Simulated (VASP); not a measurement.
## CoO: single point with PBEsol

CoO:

```xyz
2
Lattice="1.5055 0.8692 2.4399 -1.5055 0.8692 2.4399 0.0000 -1.7384 2.4399" Properties=species:S:1:pos:R:3 pbc="T T T"
Co    0.0000    0.0000    0.0000
O     0.0000    0.0000    3.6599
```

| Item | Value |
| --- | --- |
| Program | VASP 6.6.1 |
| Task | single point |
| Functional | PBEsol |
| Potentials or basis | VASP PAW PBE potentials, release 64 (Co_sv, O) |
| Cutoff | 700 eV |
| k mesh | 9 × 9 × 9 |
| Occupations | fermi-dirac, width 0.05 eV |
| Spin | collinear spin, ferromagnetic start |
| Starting moments | [2.5, 0.0] μB |
| Fixed moment | 2.5 μB |
| Dipole correction | no |
| Further INCAR settings | ALGO = Normal; EDIFF = 1e-06; NBANDS = 22 |

* Pressure: -14.4 GPa
* Net moment: 2.50 μB per cell
* Site moments: Co +2.21; O +0.20 μB
* Valence electrons inside the program's atomic spheres: Co 14.90; O 4.94

Stress tensor (GPa, compression positive):
```
-14.29   0.00   0.00
  0.00 -14.29   0.00
  0.00   0.00 -14.68
```

It took 2 min on 1 thread of Intel(R) Xeon(R) Platinum 8259CL CPU @ 2.50GHz (Skylake/Cascade Lake), with other jobs on the host, peak memory 0.23 GiB.

Caveat: the cell stands under tension; the PAW data sets were made with another functional, which shifts forces and pressure a little; the total moment is fixed, so each spin has its own Fermi level and the state may be an excited one; a cell with one magnetic atom can't hold antiferromagnetic order, which such compounds often take.
